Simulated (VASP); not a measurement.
# EuIr2Au (P4/nmm) in VASP: single point with PBE+U

Aim: the single point of EuIr2Au with PBE+U.

Program: VASP 6.6.1. These are calculated values, not measurements. Logs are shortened: lines on timing, memory, paths and dates and some standing lists are left out, and cuts for length are marked.

### Step 1. The cell of the first run

The structure is tetragonal, space group P4/nmm (No. 129). Conventional cell: a = 4.023 Å, b = 4.023 Å, c = 9.461 Å, α = 90.00°, β = 90.00°, γ = 90.00°. Au (site symmetry -4m2) has 4 Ir at 2.57 Å and 4 Au at 2.84 Å and 4 Eu at 3.08 Å within 3.4 Å. Ir (site symmetry 4mm) has 4 Au at 2.57 Å and 4 Eu at 2.94 Å within 3.4 Å. Within 3.8 Å of Ir (site symmetry -4m2) lie 8 Ir at 2.84 to 3.72 Å and 4 Eu at 3.13 Å. Eu (site symmetry 4mm) has 9 Ir at 2.94 to 3.94 Å and 4 Au at 3.08 Å and 4 Eu at 4.02 Å within 4.1 Å.

### Step 2. Single point, PBE+U, collinear spin

File INCAR:

```
  PREC = Accurate
  ENCUT = 600
  EDIFF = 1E-6
  ISMEAR = -1
  SIGMA = 0.1
  LREAL = False
  LASPH = True
  NELM = 200
  ALGO = Normal
  ISIF = 2
  LWAVE = False
  LCHARG = False
  ISPIN = 2
  MAGMOM = -0.09 -0.09 -0.48 -0.48 -1.16 -1.16 7.38 7.38
  LORBIT = 11
  LMAXMIX = 6
  LDAU = True
  LDAUTYPE = 2
  LDAUL = -1 2 3
  LDAUU = 0 0.83 5.18
  LDAUJ = 0 0 0
  LDAUPRINT = 1
  GGA = PE
  NBANDS = 60
  GGA_COMPAT = False
```

File KPOINTS:

```
regular mesh
0
Gamma
  6 6 3
```

File POSCAR:

```
EuIr2Au
1.0
    4.0231949700      0.0000000000      0.0000000000
    0.0000000000      4.0231949700      0.0000000000
    0.0000000000      0.0000000000      9.4612198300
Au Ir Eu
2 4 2
Direct
    0.7500000000      0.2500000000      0.0000000000
    0.2500000000      0.7500000000      0.0000000000
    0.2500000000      0.2500000000      0.1694000000
    0.7500000000      0.7500000000      0.8306000000
    0.7500000000      0.2500000000      0.5000000000
    0.2500000000      0.7500000000      0.5000000000
    0.2500000000      0.2500000000      0.7531500000
    0.7500000000      0.7500000000      0.2468500000
```

Potentials or basis: VASP PAW PBE potentials, release 64 (Au, Ir, Eu).

The run is started by

```bash
$ cat potpaw_PBE.64/Au/POTCAR potpaw_PBE.64/Ir/POTCAR potpaw_PBE.64/Eu/POTCAR > POTCAR
$ mpirun -np 1 vasp_std > vasp.out
```

OUTCAR:

```text
PREC = Accurate
   ENCUT = 600
   EDIFF = 1E-6
   ISMEAR = -1
   LREAL = False
   LASPH = True
   NELM = 200
   ISIF = 2
   ISPIN = 2
   LORBIT = 11
   GGA = PE

 ion  position               nearest neighbor table
   1  0.750  0.250  0.000-   3 2.57   4 2.57   4 2.57   3 2.57   2 2.84   2 2.84   2 2.84   2 2.84
                             7 3.08   8 3.08   7 3.08   8 3.08
   2  0.250  0.750  0.000-   3 2.57   4 2.57   3 2.57   4 2.57   1 2.84   1 2.84   1 2.84   1 2.84
                             7 3.08   8 3.08   8 3.08   7 3.08
   3  0.250  0.250  0.169-   1 2.57   2 2.57   2 2.57   1 2.57   8 2.94   8 2.94   8 2.94   8 2.94
[... 7 lines left out ...]
   7  0.250  0.250  0.753-   4 2.94   4 2.94   4 2.94   4 2.94   2 3.08   1 3.08   1 3.08   2 3.08
                             5 3.13   6 3.13   5 3.13   6 3.13
   8  0.750  0.750  0.247-   3 2.94   3 2.94   3 2.94   3 2.94   2 3.08   2 3.08   1 3.08   1 3.08
                             5 3.13   6 3.13   6 3.13   5 3.13

  LATTYP: Found a simple tetragonal cell.
 ALAT       =     4.0231949700
 C/A-ratio  =     2.3516682389

  Lattice vectors:

 A1 = (   4.0231949700,   0.0000000000,   0.0000000000)
 A2 = (   0.0000000000,   4.0231949700,   0.0000000000)
 A3 = (   0.0000000000,   0.0000000000,   9.4612198300)

Analysis of symmetry for initial positions (statically):
=====================================================================
 Subroutine PRICEL returns:
 Original cell was already a primitive cell.

 Routine SETGRP: Setting up the symmetry group for a
 simple tetragonal supercell.

 Subroutine GETGRP returns: Found 16 space group operations
 (whereof  4 operations were pure point group operations)
 out of a pool of 16 trial point group operations.

The static configuration has the point symmetry C_2h.
 The point group associated with its full space group is D_4h.

Analysis of symmetry for dynamics (positions and initial velocities):
=====================================================================
 Subroutine PRICEL returns:
 Original cell was already a primitive cell.

 Routine SETGRP: Setting up the symmetry group for a
 simple tetragonal supercell.

 Subroutine GETGRP returns: Found 16 space group operations
 (whereof  4 operations were pure point group operations)
 out of a pool of 16 trial point group operations.

The dynamic configuration has the point symmetry C_2h.
 The point group associated with its full space group is D_4h.

[... 379 lines left out ...]
  ext. energy  EPLUGINS =         0.00000000
  ---------------------------------------------------
  free energy    TOTEN  =       -55.13341915 eV

  energy without entropy =      -54.68845454  energy(sigma->0) =      -54.91093684

 E-fermi :   6.2184     XC(G=0): -12.1406

 val. band max:        6.2114026051   @ k =   0.1667   0.1667   0.3333
 cond. band min:       6.2189148788   @ k =   0.1667   0.0000   0.3333
 fundamental gap:      0.0075122738
 Fermi energy:         6.2183576595

 spin component 1

 k-point     1 :       0.0000    0.0000    0.0000
  band No.  band energies     occupation
      1     -33.5586      1.00000
      2     -33.5569      1.00000
      3     -12.5685      1.00000
      4     -12.5017      1.00000
      5     -12.3830      1.00000
      6     -12.3830      1.00000
[... 1209 lines left out ...]
     57       7.1571      0.00008
     58       7.1571      0.00008
 Fermi energy:         6.2183576595

 spin component 2

 k-point     1 :       0.0000    0.0000    0.0000
  band No.  band energies     occupation
      1     -30.5397      1.00000
      2     -30.5372      1.00000
      3     -10.5010      1.00000
      4     -10.3915      1.00000
      5     -10.2344      1.00000
      6     -10.2344      1.00000
[... 1209 lines left out ...]
     57      14.3079      0.00000
     58      14.3079      0.00000
 [bands above 58 left out]

------------------------ aborting loop because EDIFF is reached ----------------------------------------

  FORCE on cell =-STRESS in cart. coord.  units (eV):
  Direction    XX          YY          ZZ          XY          YZ          ZX
  --------------------------------------------------------------------------------------
  -------------------------------------------------------------------------------------
  Total       10.2541037     10.2541037     15.0531768      0.0000000      0.0000000     -0.0000000
  in kB      107.2800571    107.2800571    157.4887192      0.0000000      0.0000000     -0.0000000
  external PRESSURE =     124.0162778 kB  Pullay stress =       0.0000000 kB

 VOLUME and BASIS-vectors are now :
 -----------------------------------------------------------------------------
  energy-cutoff  :      600.00
  volume of cell :      153.14
      direct lattice vectors                 reciprocal lattice vectors
     4.023194970  0.000000000  0.000000000     0.248558672  0.000000000  0.000000000
     0.000000000  4.023194970  0.000000000     0.000000000  0.248558672  0.000000000
     0.000000000  0.000000000  9.461219830     0.000000000  0.000000000  0.105694616

 POSITION                                       TOTAL-FORCE (eV/Angst)
 -----------------------------------------------------------------------------------
      3.01740      1.00580      0.00000         0.000000      0.000000      0.000000
      1.00580      3.01740      0.00000        -0.000000      0.000000      0.000000
      1.00580      1.00580      1.60273         0.000000      0.000000      4.337105
      3.01740      3.01740      7.85849         0.000000      0.000000     -4.337105
      3.01740      1.00580      4.73061        -0.000000      0.000000      0.000000
      1.00580      3.01740      4.73061         0.000000     -0.000000      0.000000
      1.00580      1.00580      7.12572         0.000000     -0.000000     -1.527267
      3.01740      3.01740      2.33550        -0.000000     -0.000000      1.527267
 -----------------------------------------------------------------------------------
    total drift:                                0.000000     -0.000000     -0.000000

  FREE ENERGIE OF THE ION-ELECTRON SYSTEM (eV)
  ---------------------------------------------------
  free  energy   TOTEN  =       -55.1334191465 eV

  energy  without entropy=      -54.6884545398  energy(sigma->0) =      -54.91093684

 total charge

# of ion       s       p       d       f       tot
--------------------------------------------------
    1        0.701   0.544   8.722   0.000   9.967
    2        0.701   0.544   8.722   0.000   9.967
    3        0.654   0.380   7.414   0.000   8.448
    4        0.654   0.380   7.414   0.000   8.448
    5        0.634   0.285   6.976   0.000   7.895
    6        0.634   0.285   6.976   0.000   7.895
    7        2.067   5.753   0.507   6.583  14.909
    8        2.067   5.753   0.507   6.583  14.909
--------------------------------------------------
tot          8.111  13.923  47.236  13.166  82.437

 magnetization (x)

# of ion       s       p       d       f       tot
--------------------------------------------------
    1        0.006   0.004  -0.058   0.000  -0.048
    2        0.006   0.004  -0.058   0.000  -0.048
    3        0.002   0.020  -0.360   0.000  -0.338
    4        0.002   0.020  -0.360   0.000  -0.338
    5        0.005   0.016   0.389   0.000   0.410
    6        0.005   0.016   0.389   0.000   0.410
    7       -0.007  -0.100   0.093   6.534   6.521
    8       -0.007  -0.100   0.093   6.534   6.521
--------------------------------------------------
tot          0.012  -0.121   0.129  13.069  13.089
```

Wall time 20 min (1 thread of Intel Xeon 6975P-C (Granite Rapids), shared host); peak memory 0.6 GiB.

Results:

| Property | Result |
| --- | --- |
| Free energy | -55.1334 eV |
| Pressure | 12.4 GPa |
| Largest force | 4.337 eV/Å |
| Net moment | 13.77 μB per cell |
| Site moments | Au -0.05; Ir -0.34, +0.41 (each value once); Eu +6.52 μB |
| Valence electrons inside the program's atomic spheres | Au 9.97; Ir 8.45, 7.89 (each value once); Eu 14.91 |

Forces on the atoms (eV/Å):
```
Au   0.000  0.000  0.000
Au   0.000  0.000  0.000
Ir   0.000  0.000  4.337
Ir   0.000  0.000 -4.337
Ir   0.000  0.000  0.000
Ir   0.000  0.000  0.000
Eu   0.000  0.000 -1.527
Eu   0.000  0.000  1.527
```

Stress tensor (GPa, compression positive):
```
10.73  0.00  0.00
 0.00 10.73  0.00
 0.00  0.00 15.75
```

Eigenvalues of the final occupation matrices:
```tsv
site	spin	trace	eigenvalues
site 3 d	1	3.56	0.67 0.68 0.68 0.73 0.79
site 3 d	2	3.92	0.75 0.77 0.77 0.79 0.85
site 4 d	1	3.56	0.67 0.68 0.68 0.73 0.79
site 4 d	2	3.92	0.75 0.77 0.77 0.79 0.85
site 5 d	1	3.71	0.67 0.73 0.74 0.78 0.78
site 5 d	2	3.32	0.59 0.65 0.66 0.66 0.75
site 6 d	1	3.71	0.67 0.73 0.74 0.78 0.78
site 6 d	2	3.32	0.59 0.65 0.66 0.66 0.75
site 7 f	1	6.57	0.85 0.85 0.97 0.97 0.97 0.98 0.98
site 7 f	2	0.03	0.00 0.00 0.00 0.00 0.00 0.00 0.00
site 8 f	1	6.57	0.85 0.85 0.97 0.97 0.97 0.98 0.98
site 8 f	2	0.03	0.00 0.00 0.00 0.00 0.00 0.00 0.00
```

Caveat: the stress differs along the axes, from 11 to 16 GPa; spin-orbit coupling is left out, which moves the levels of the heavy elements; forces of over 1 eV/Å act on the atoms, so gaps and moduli don't describe the material at rest.
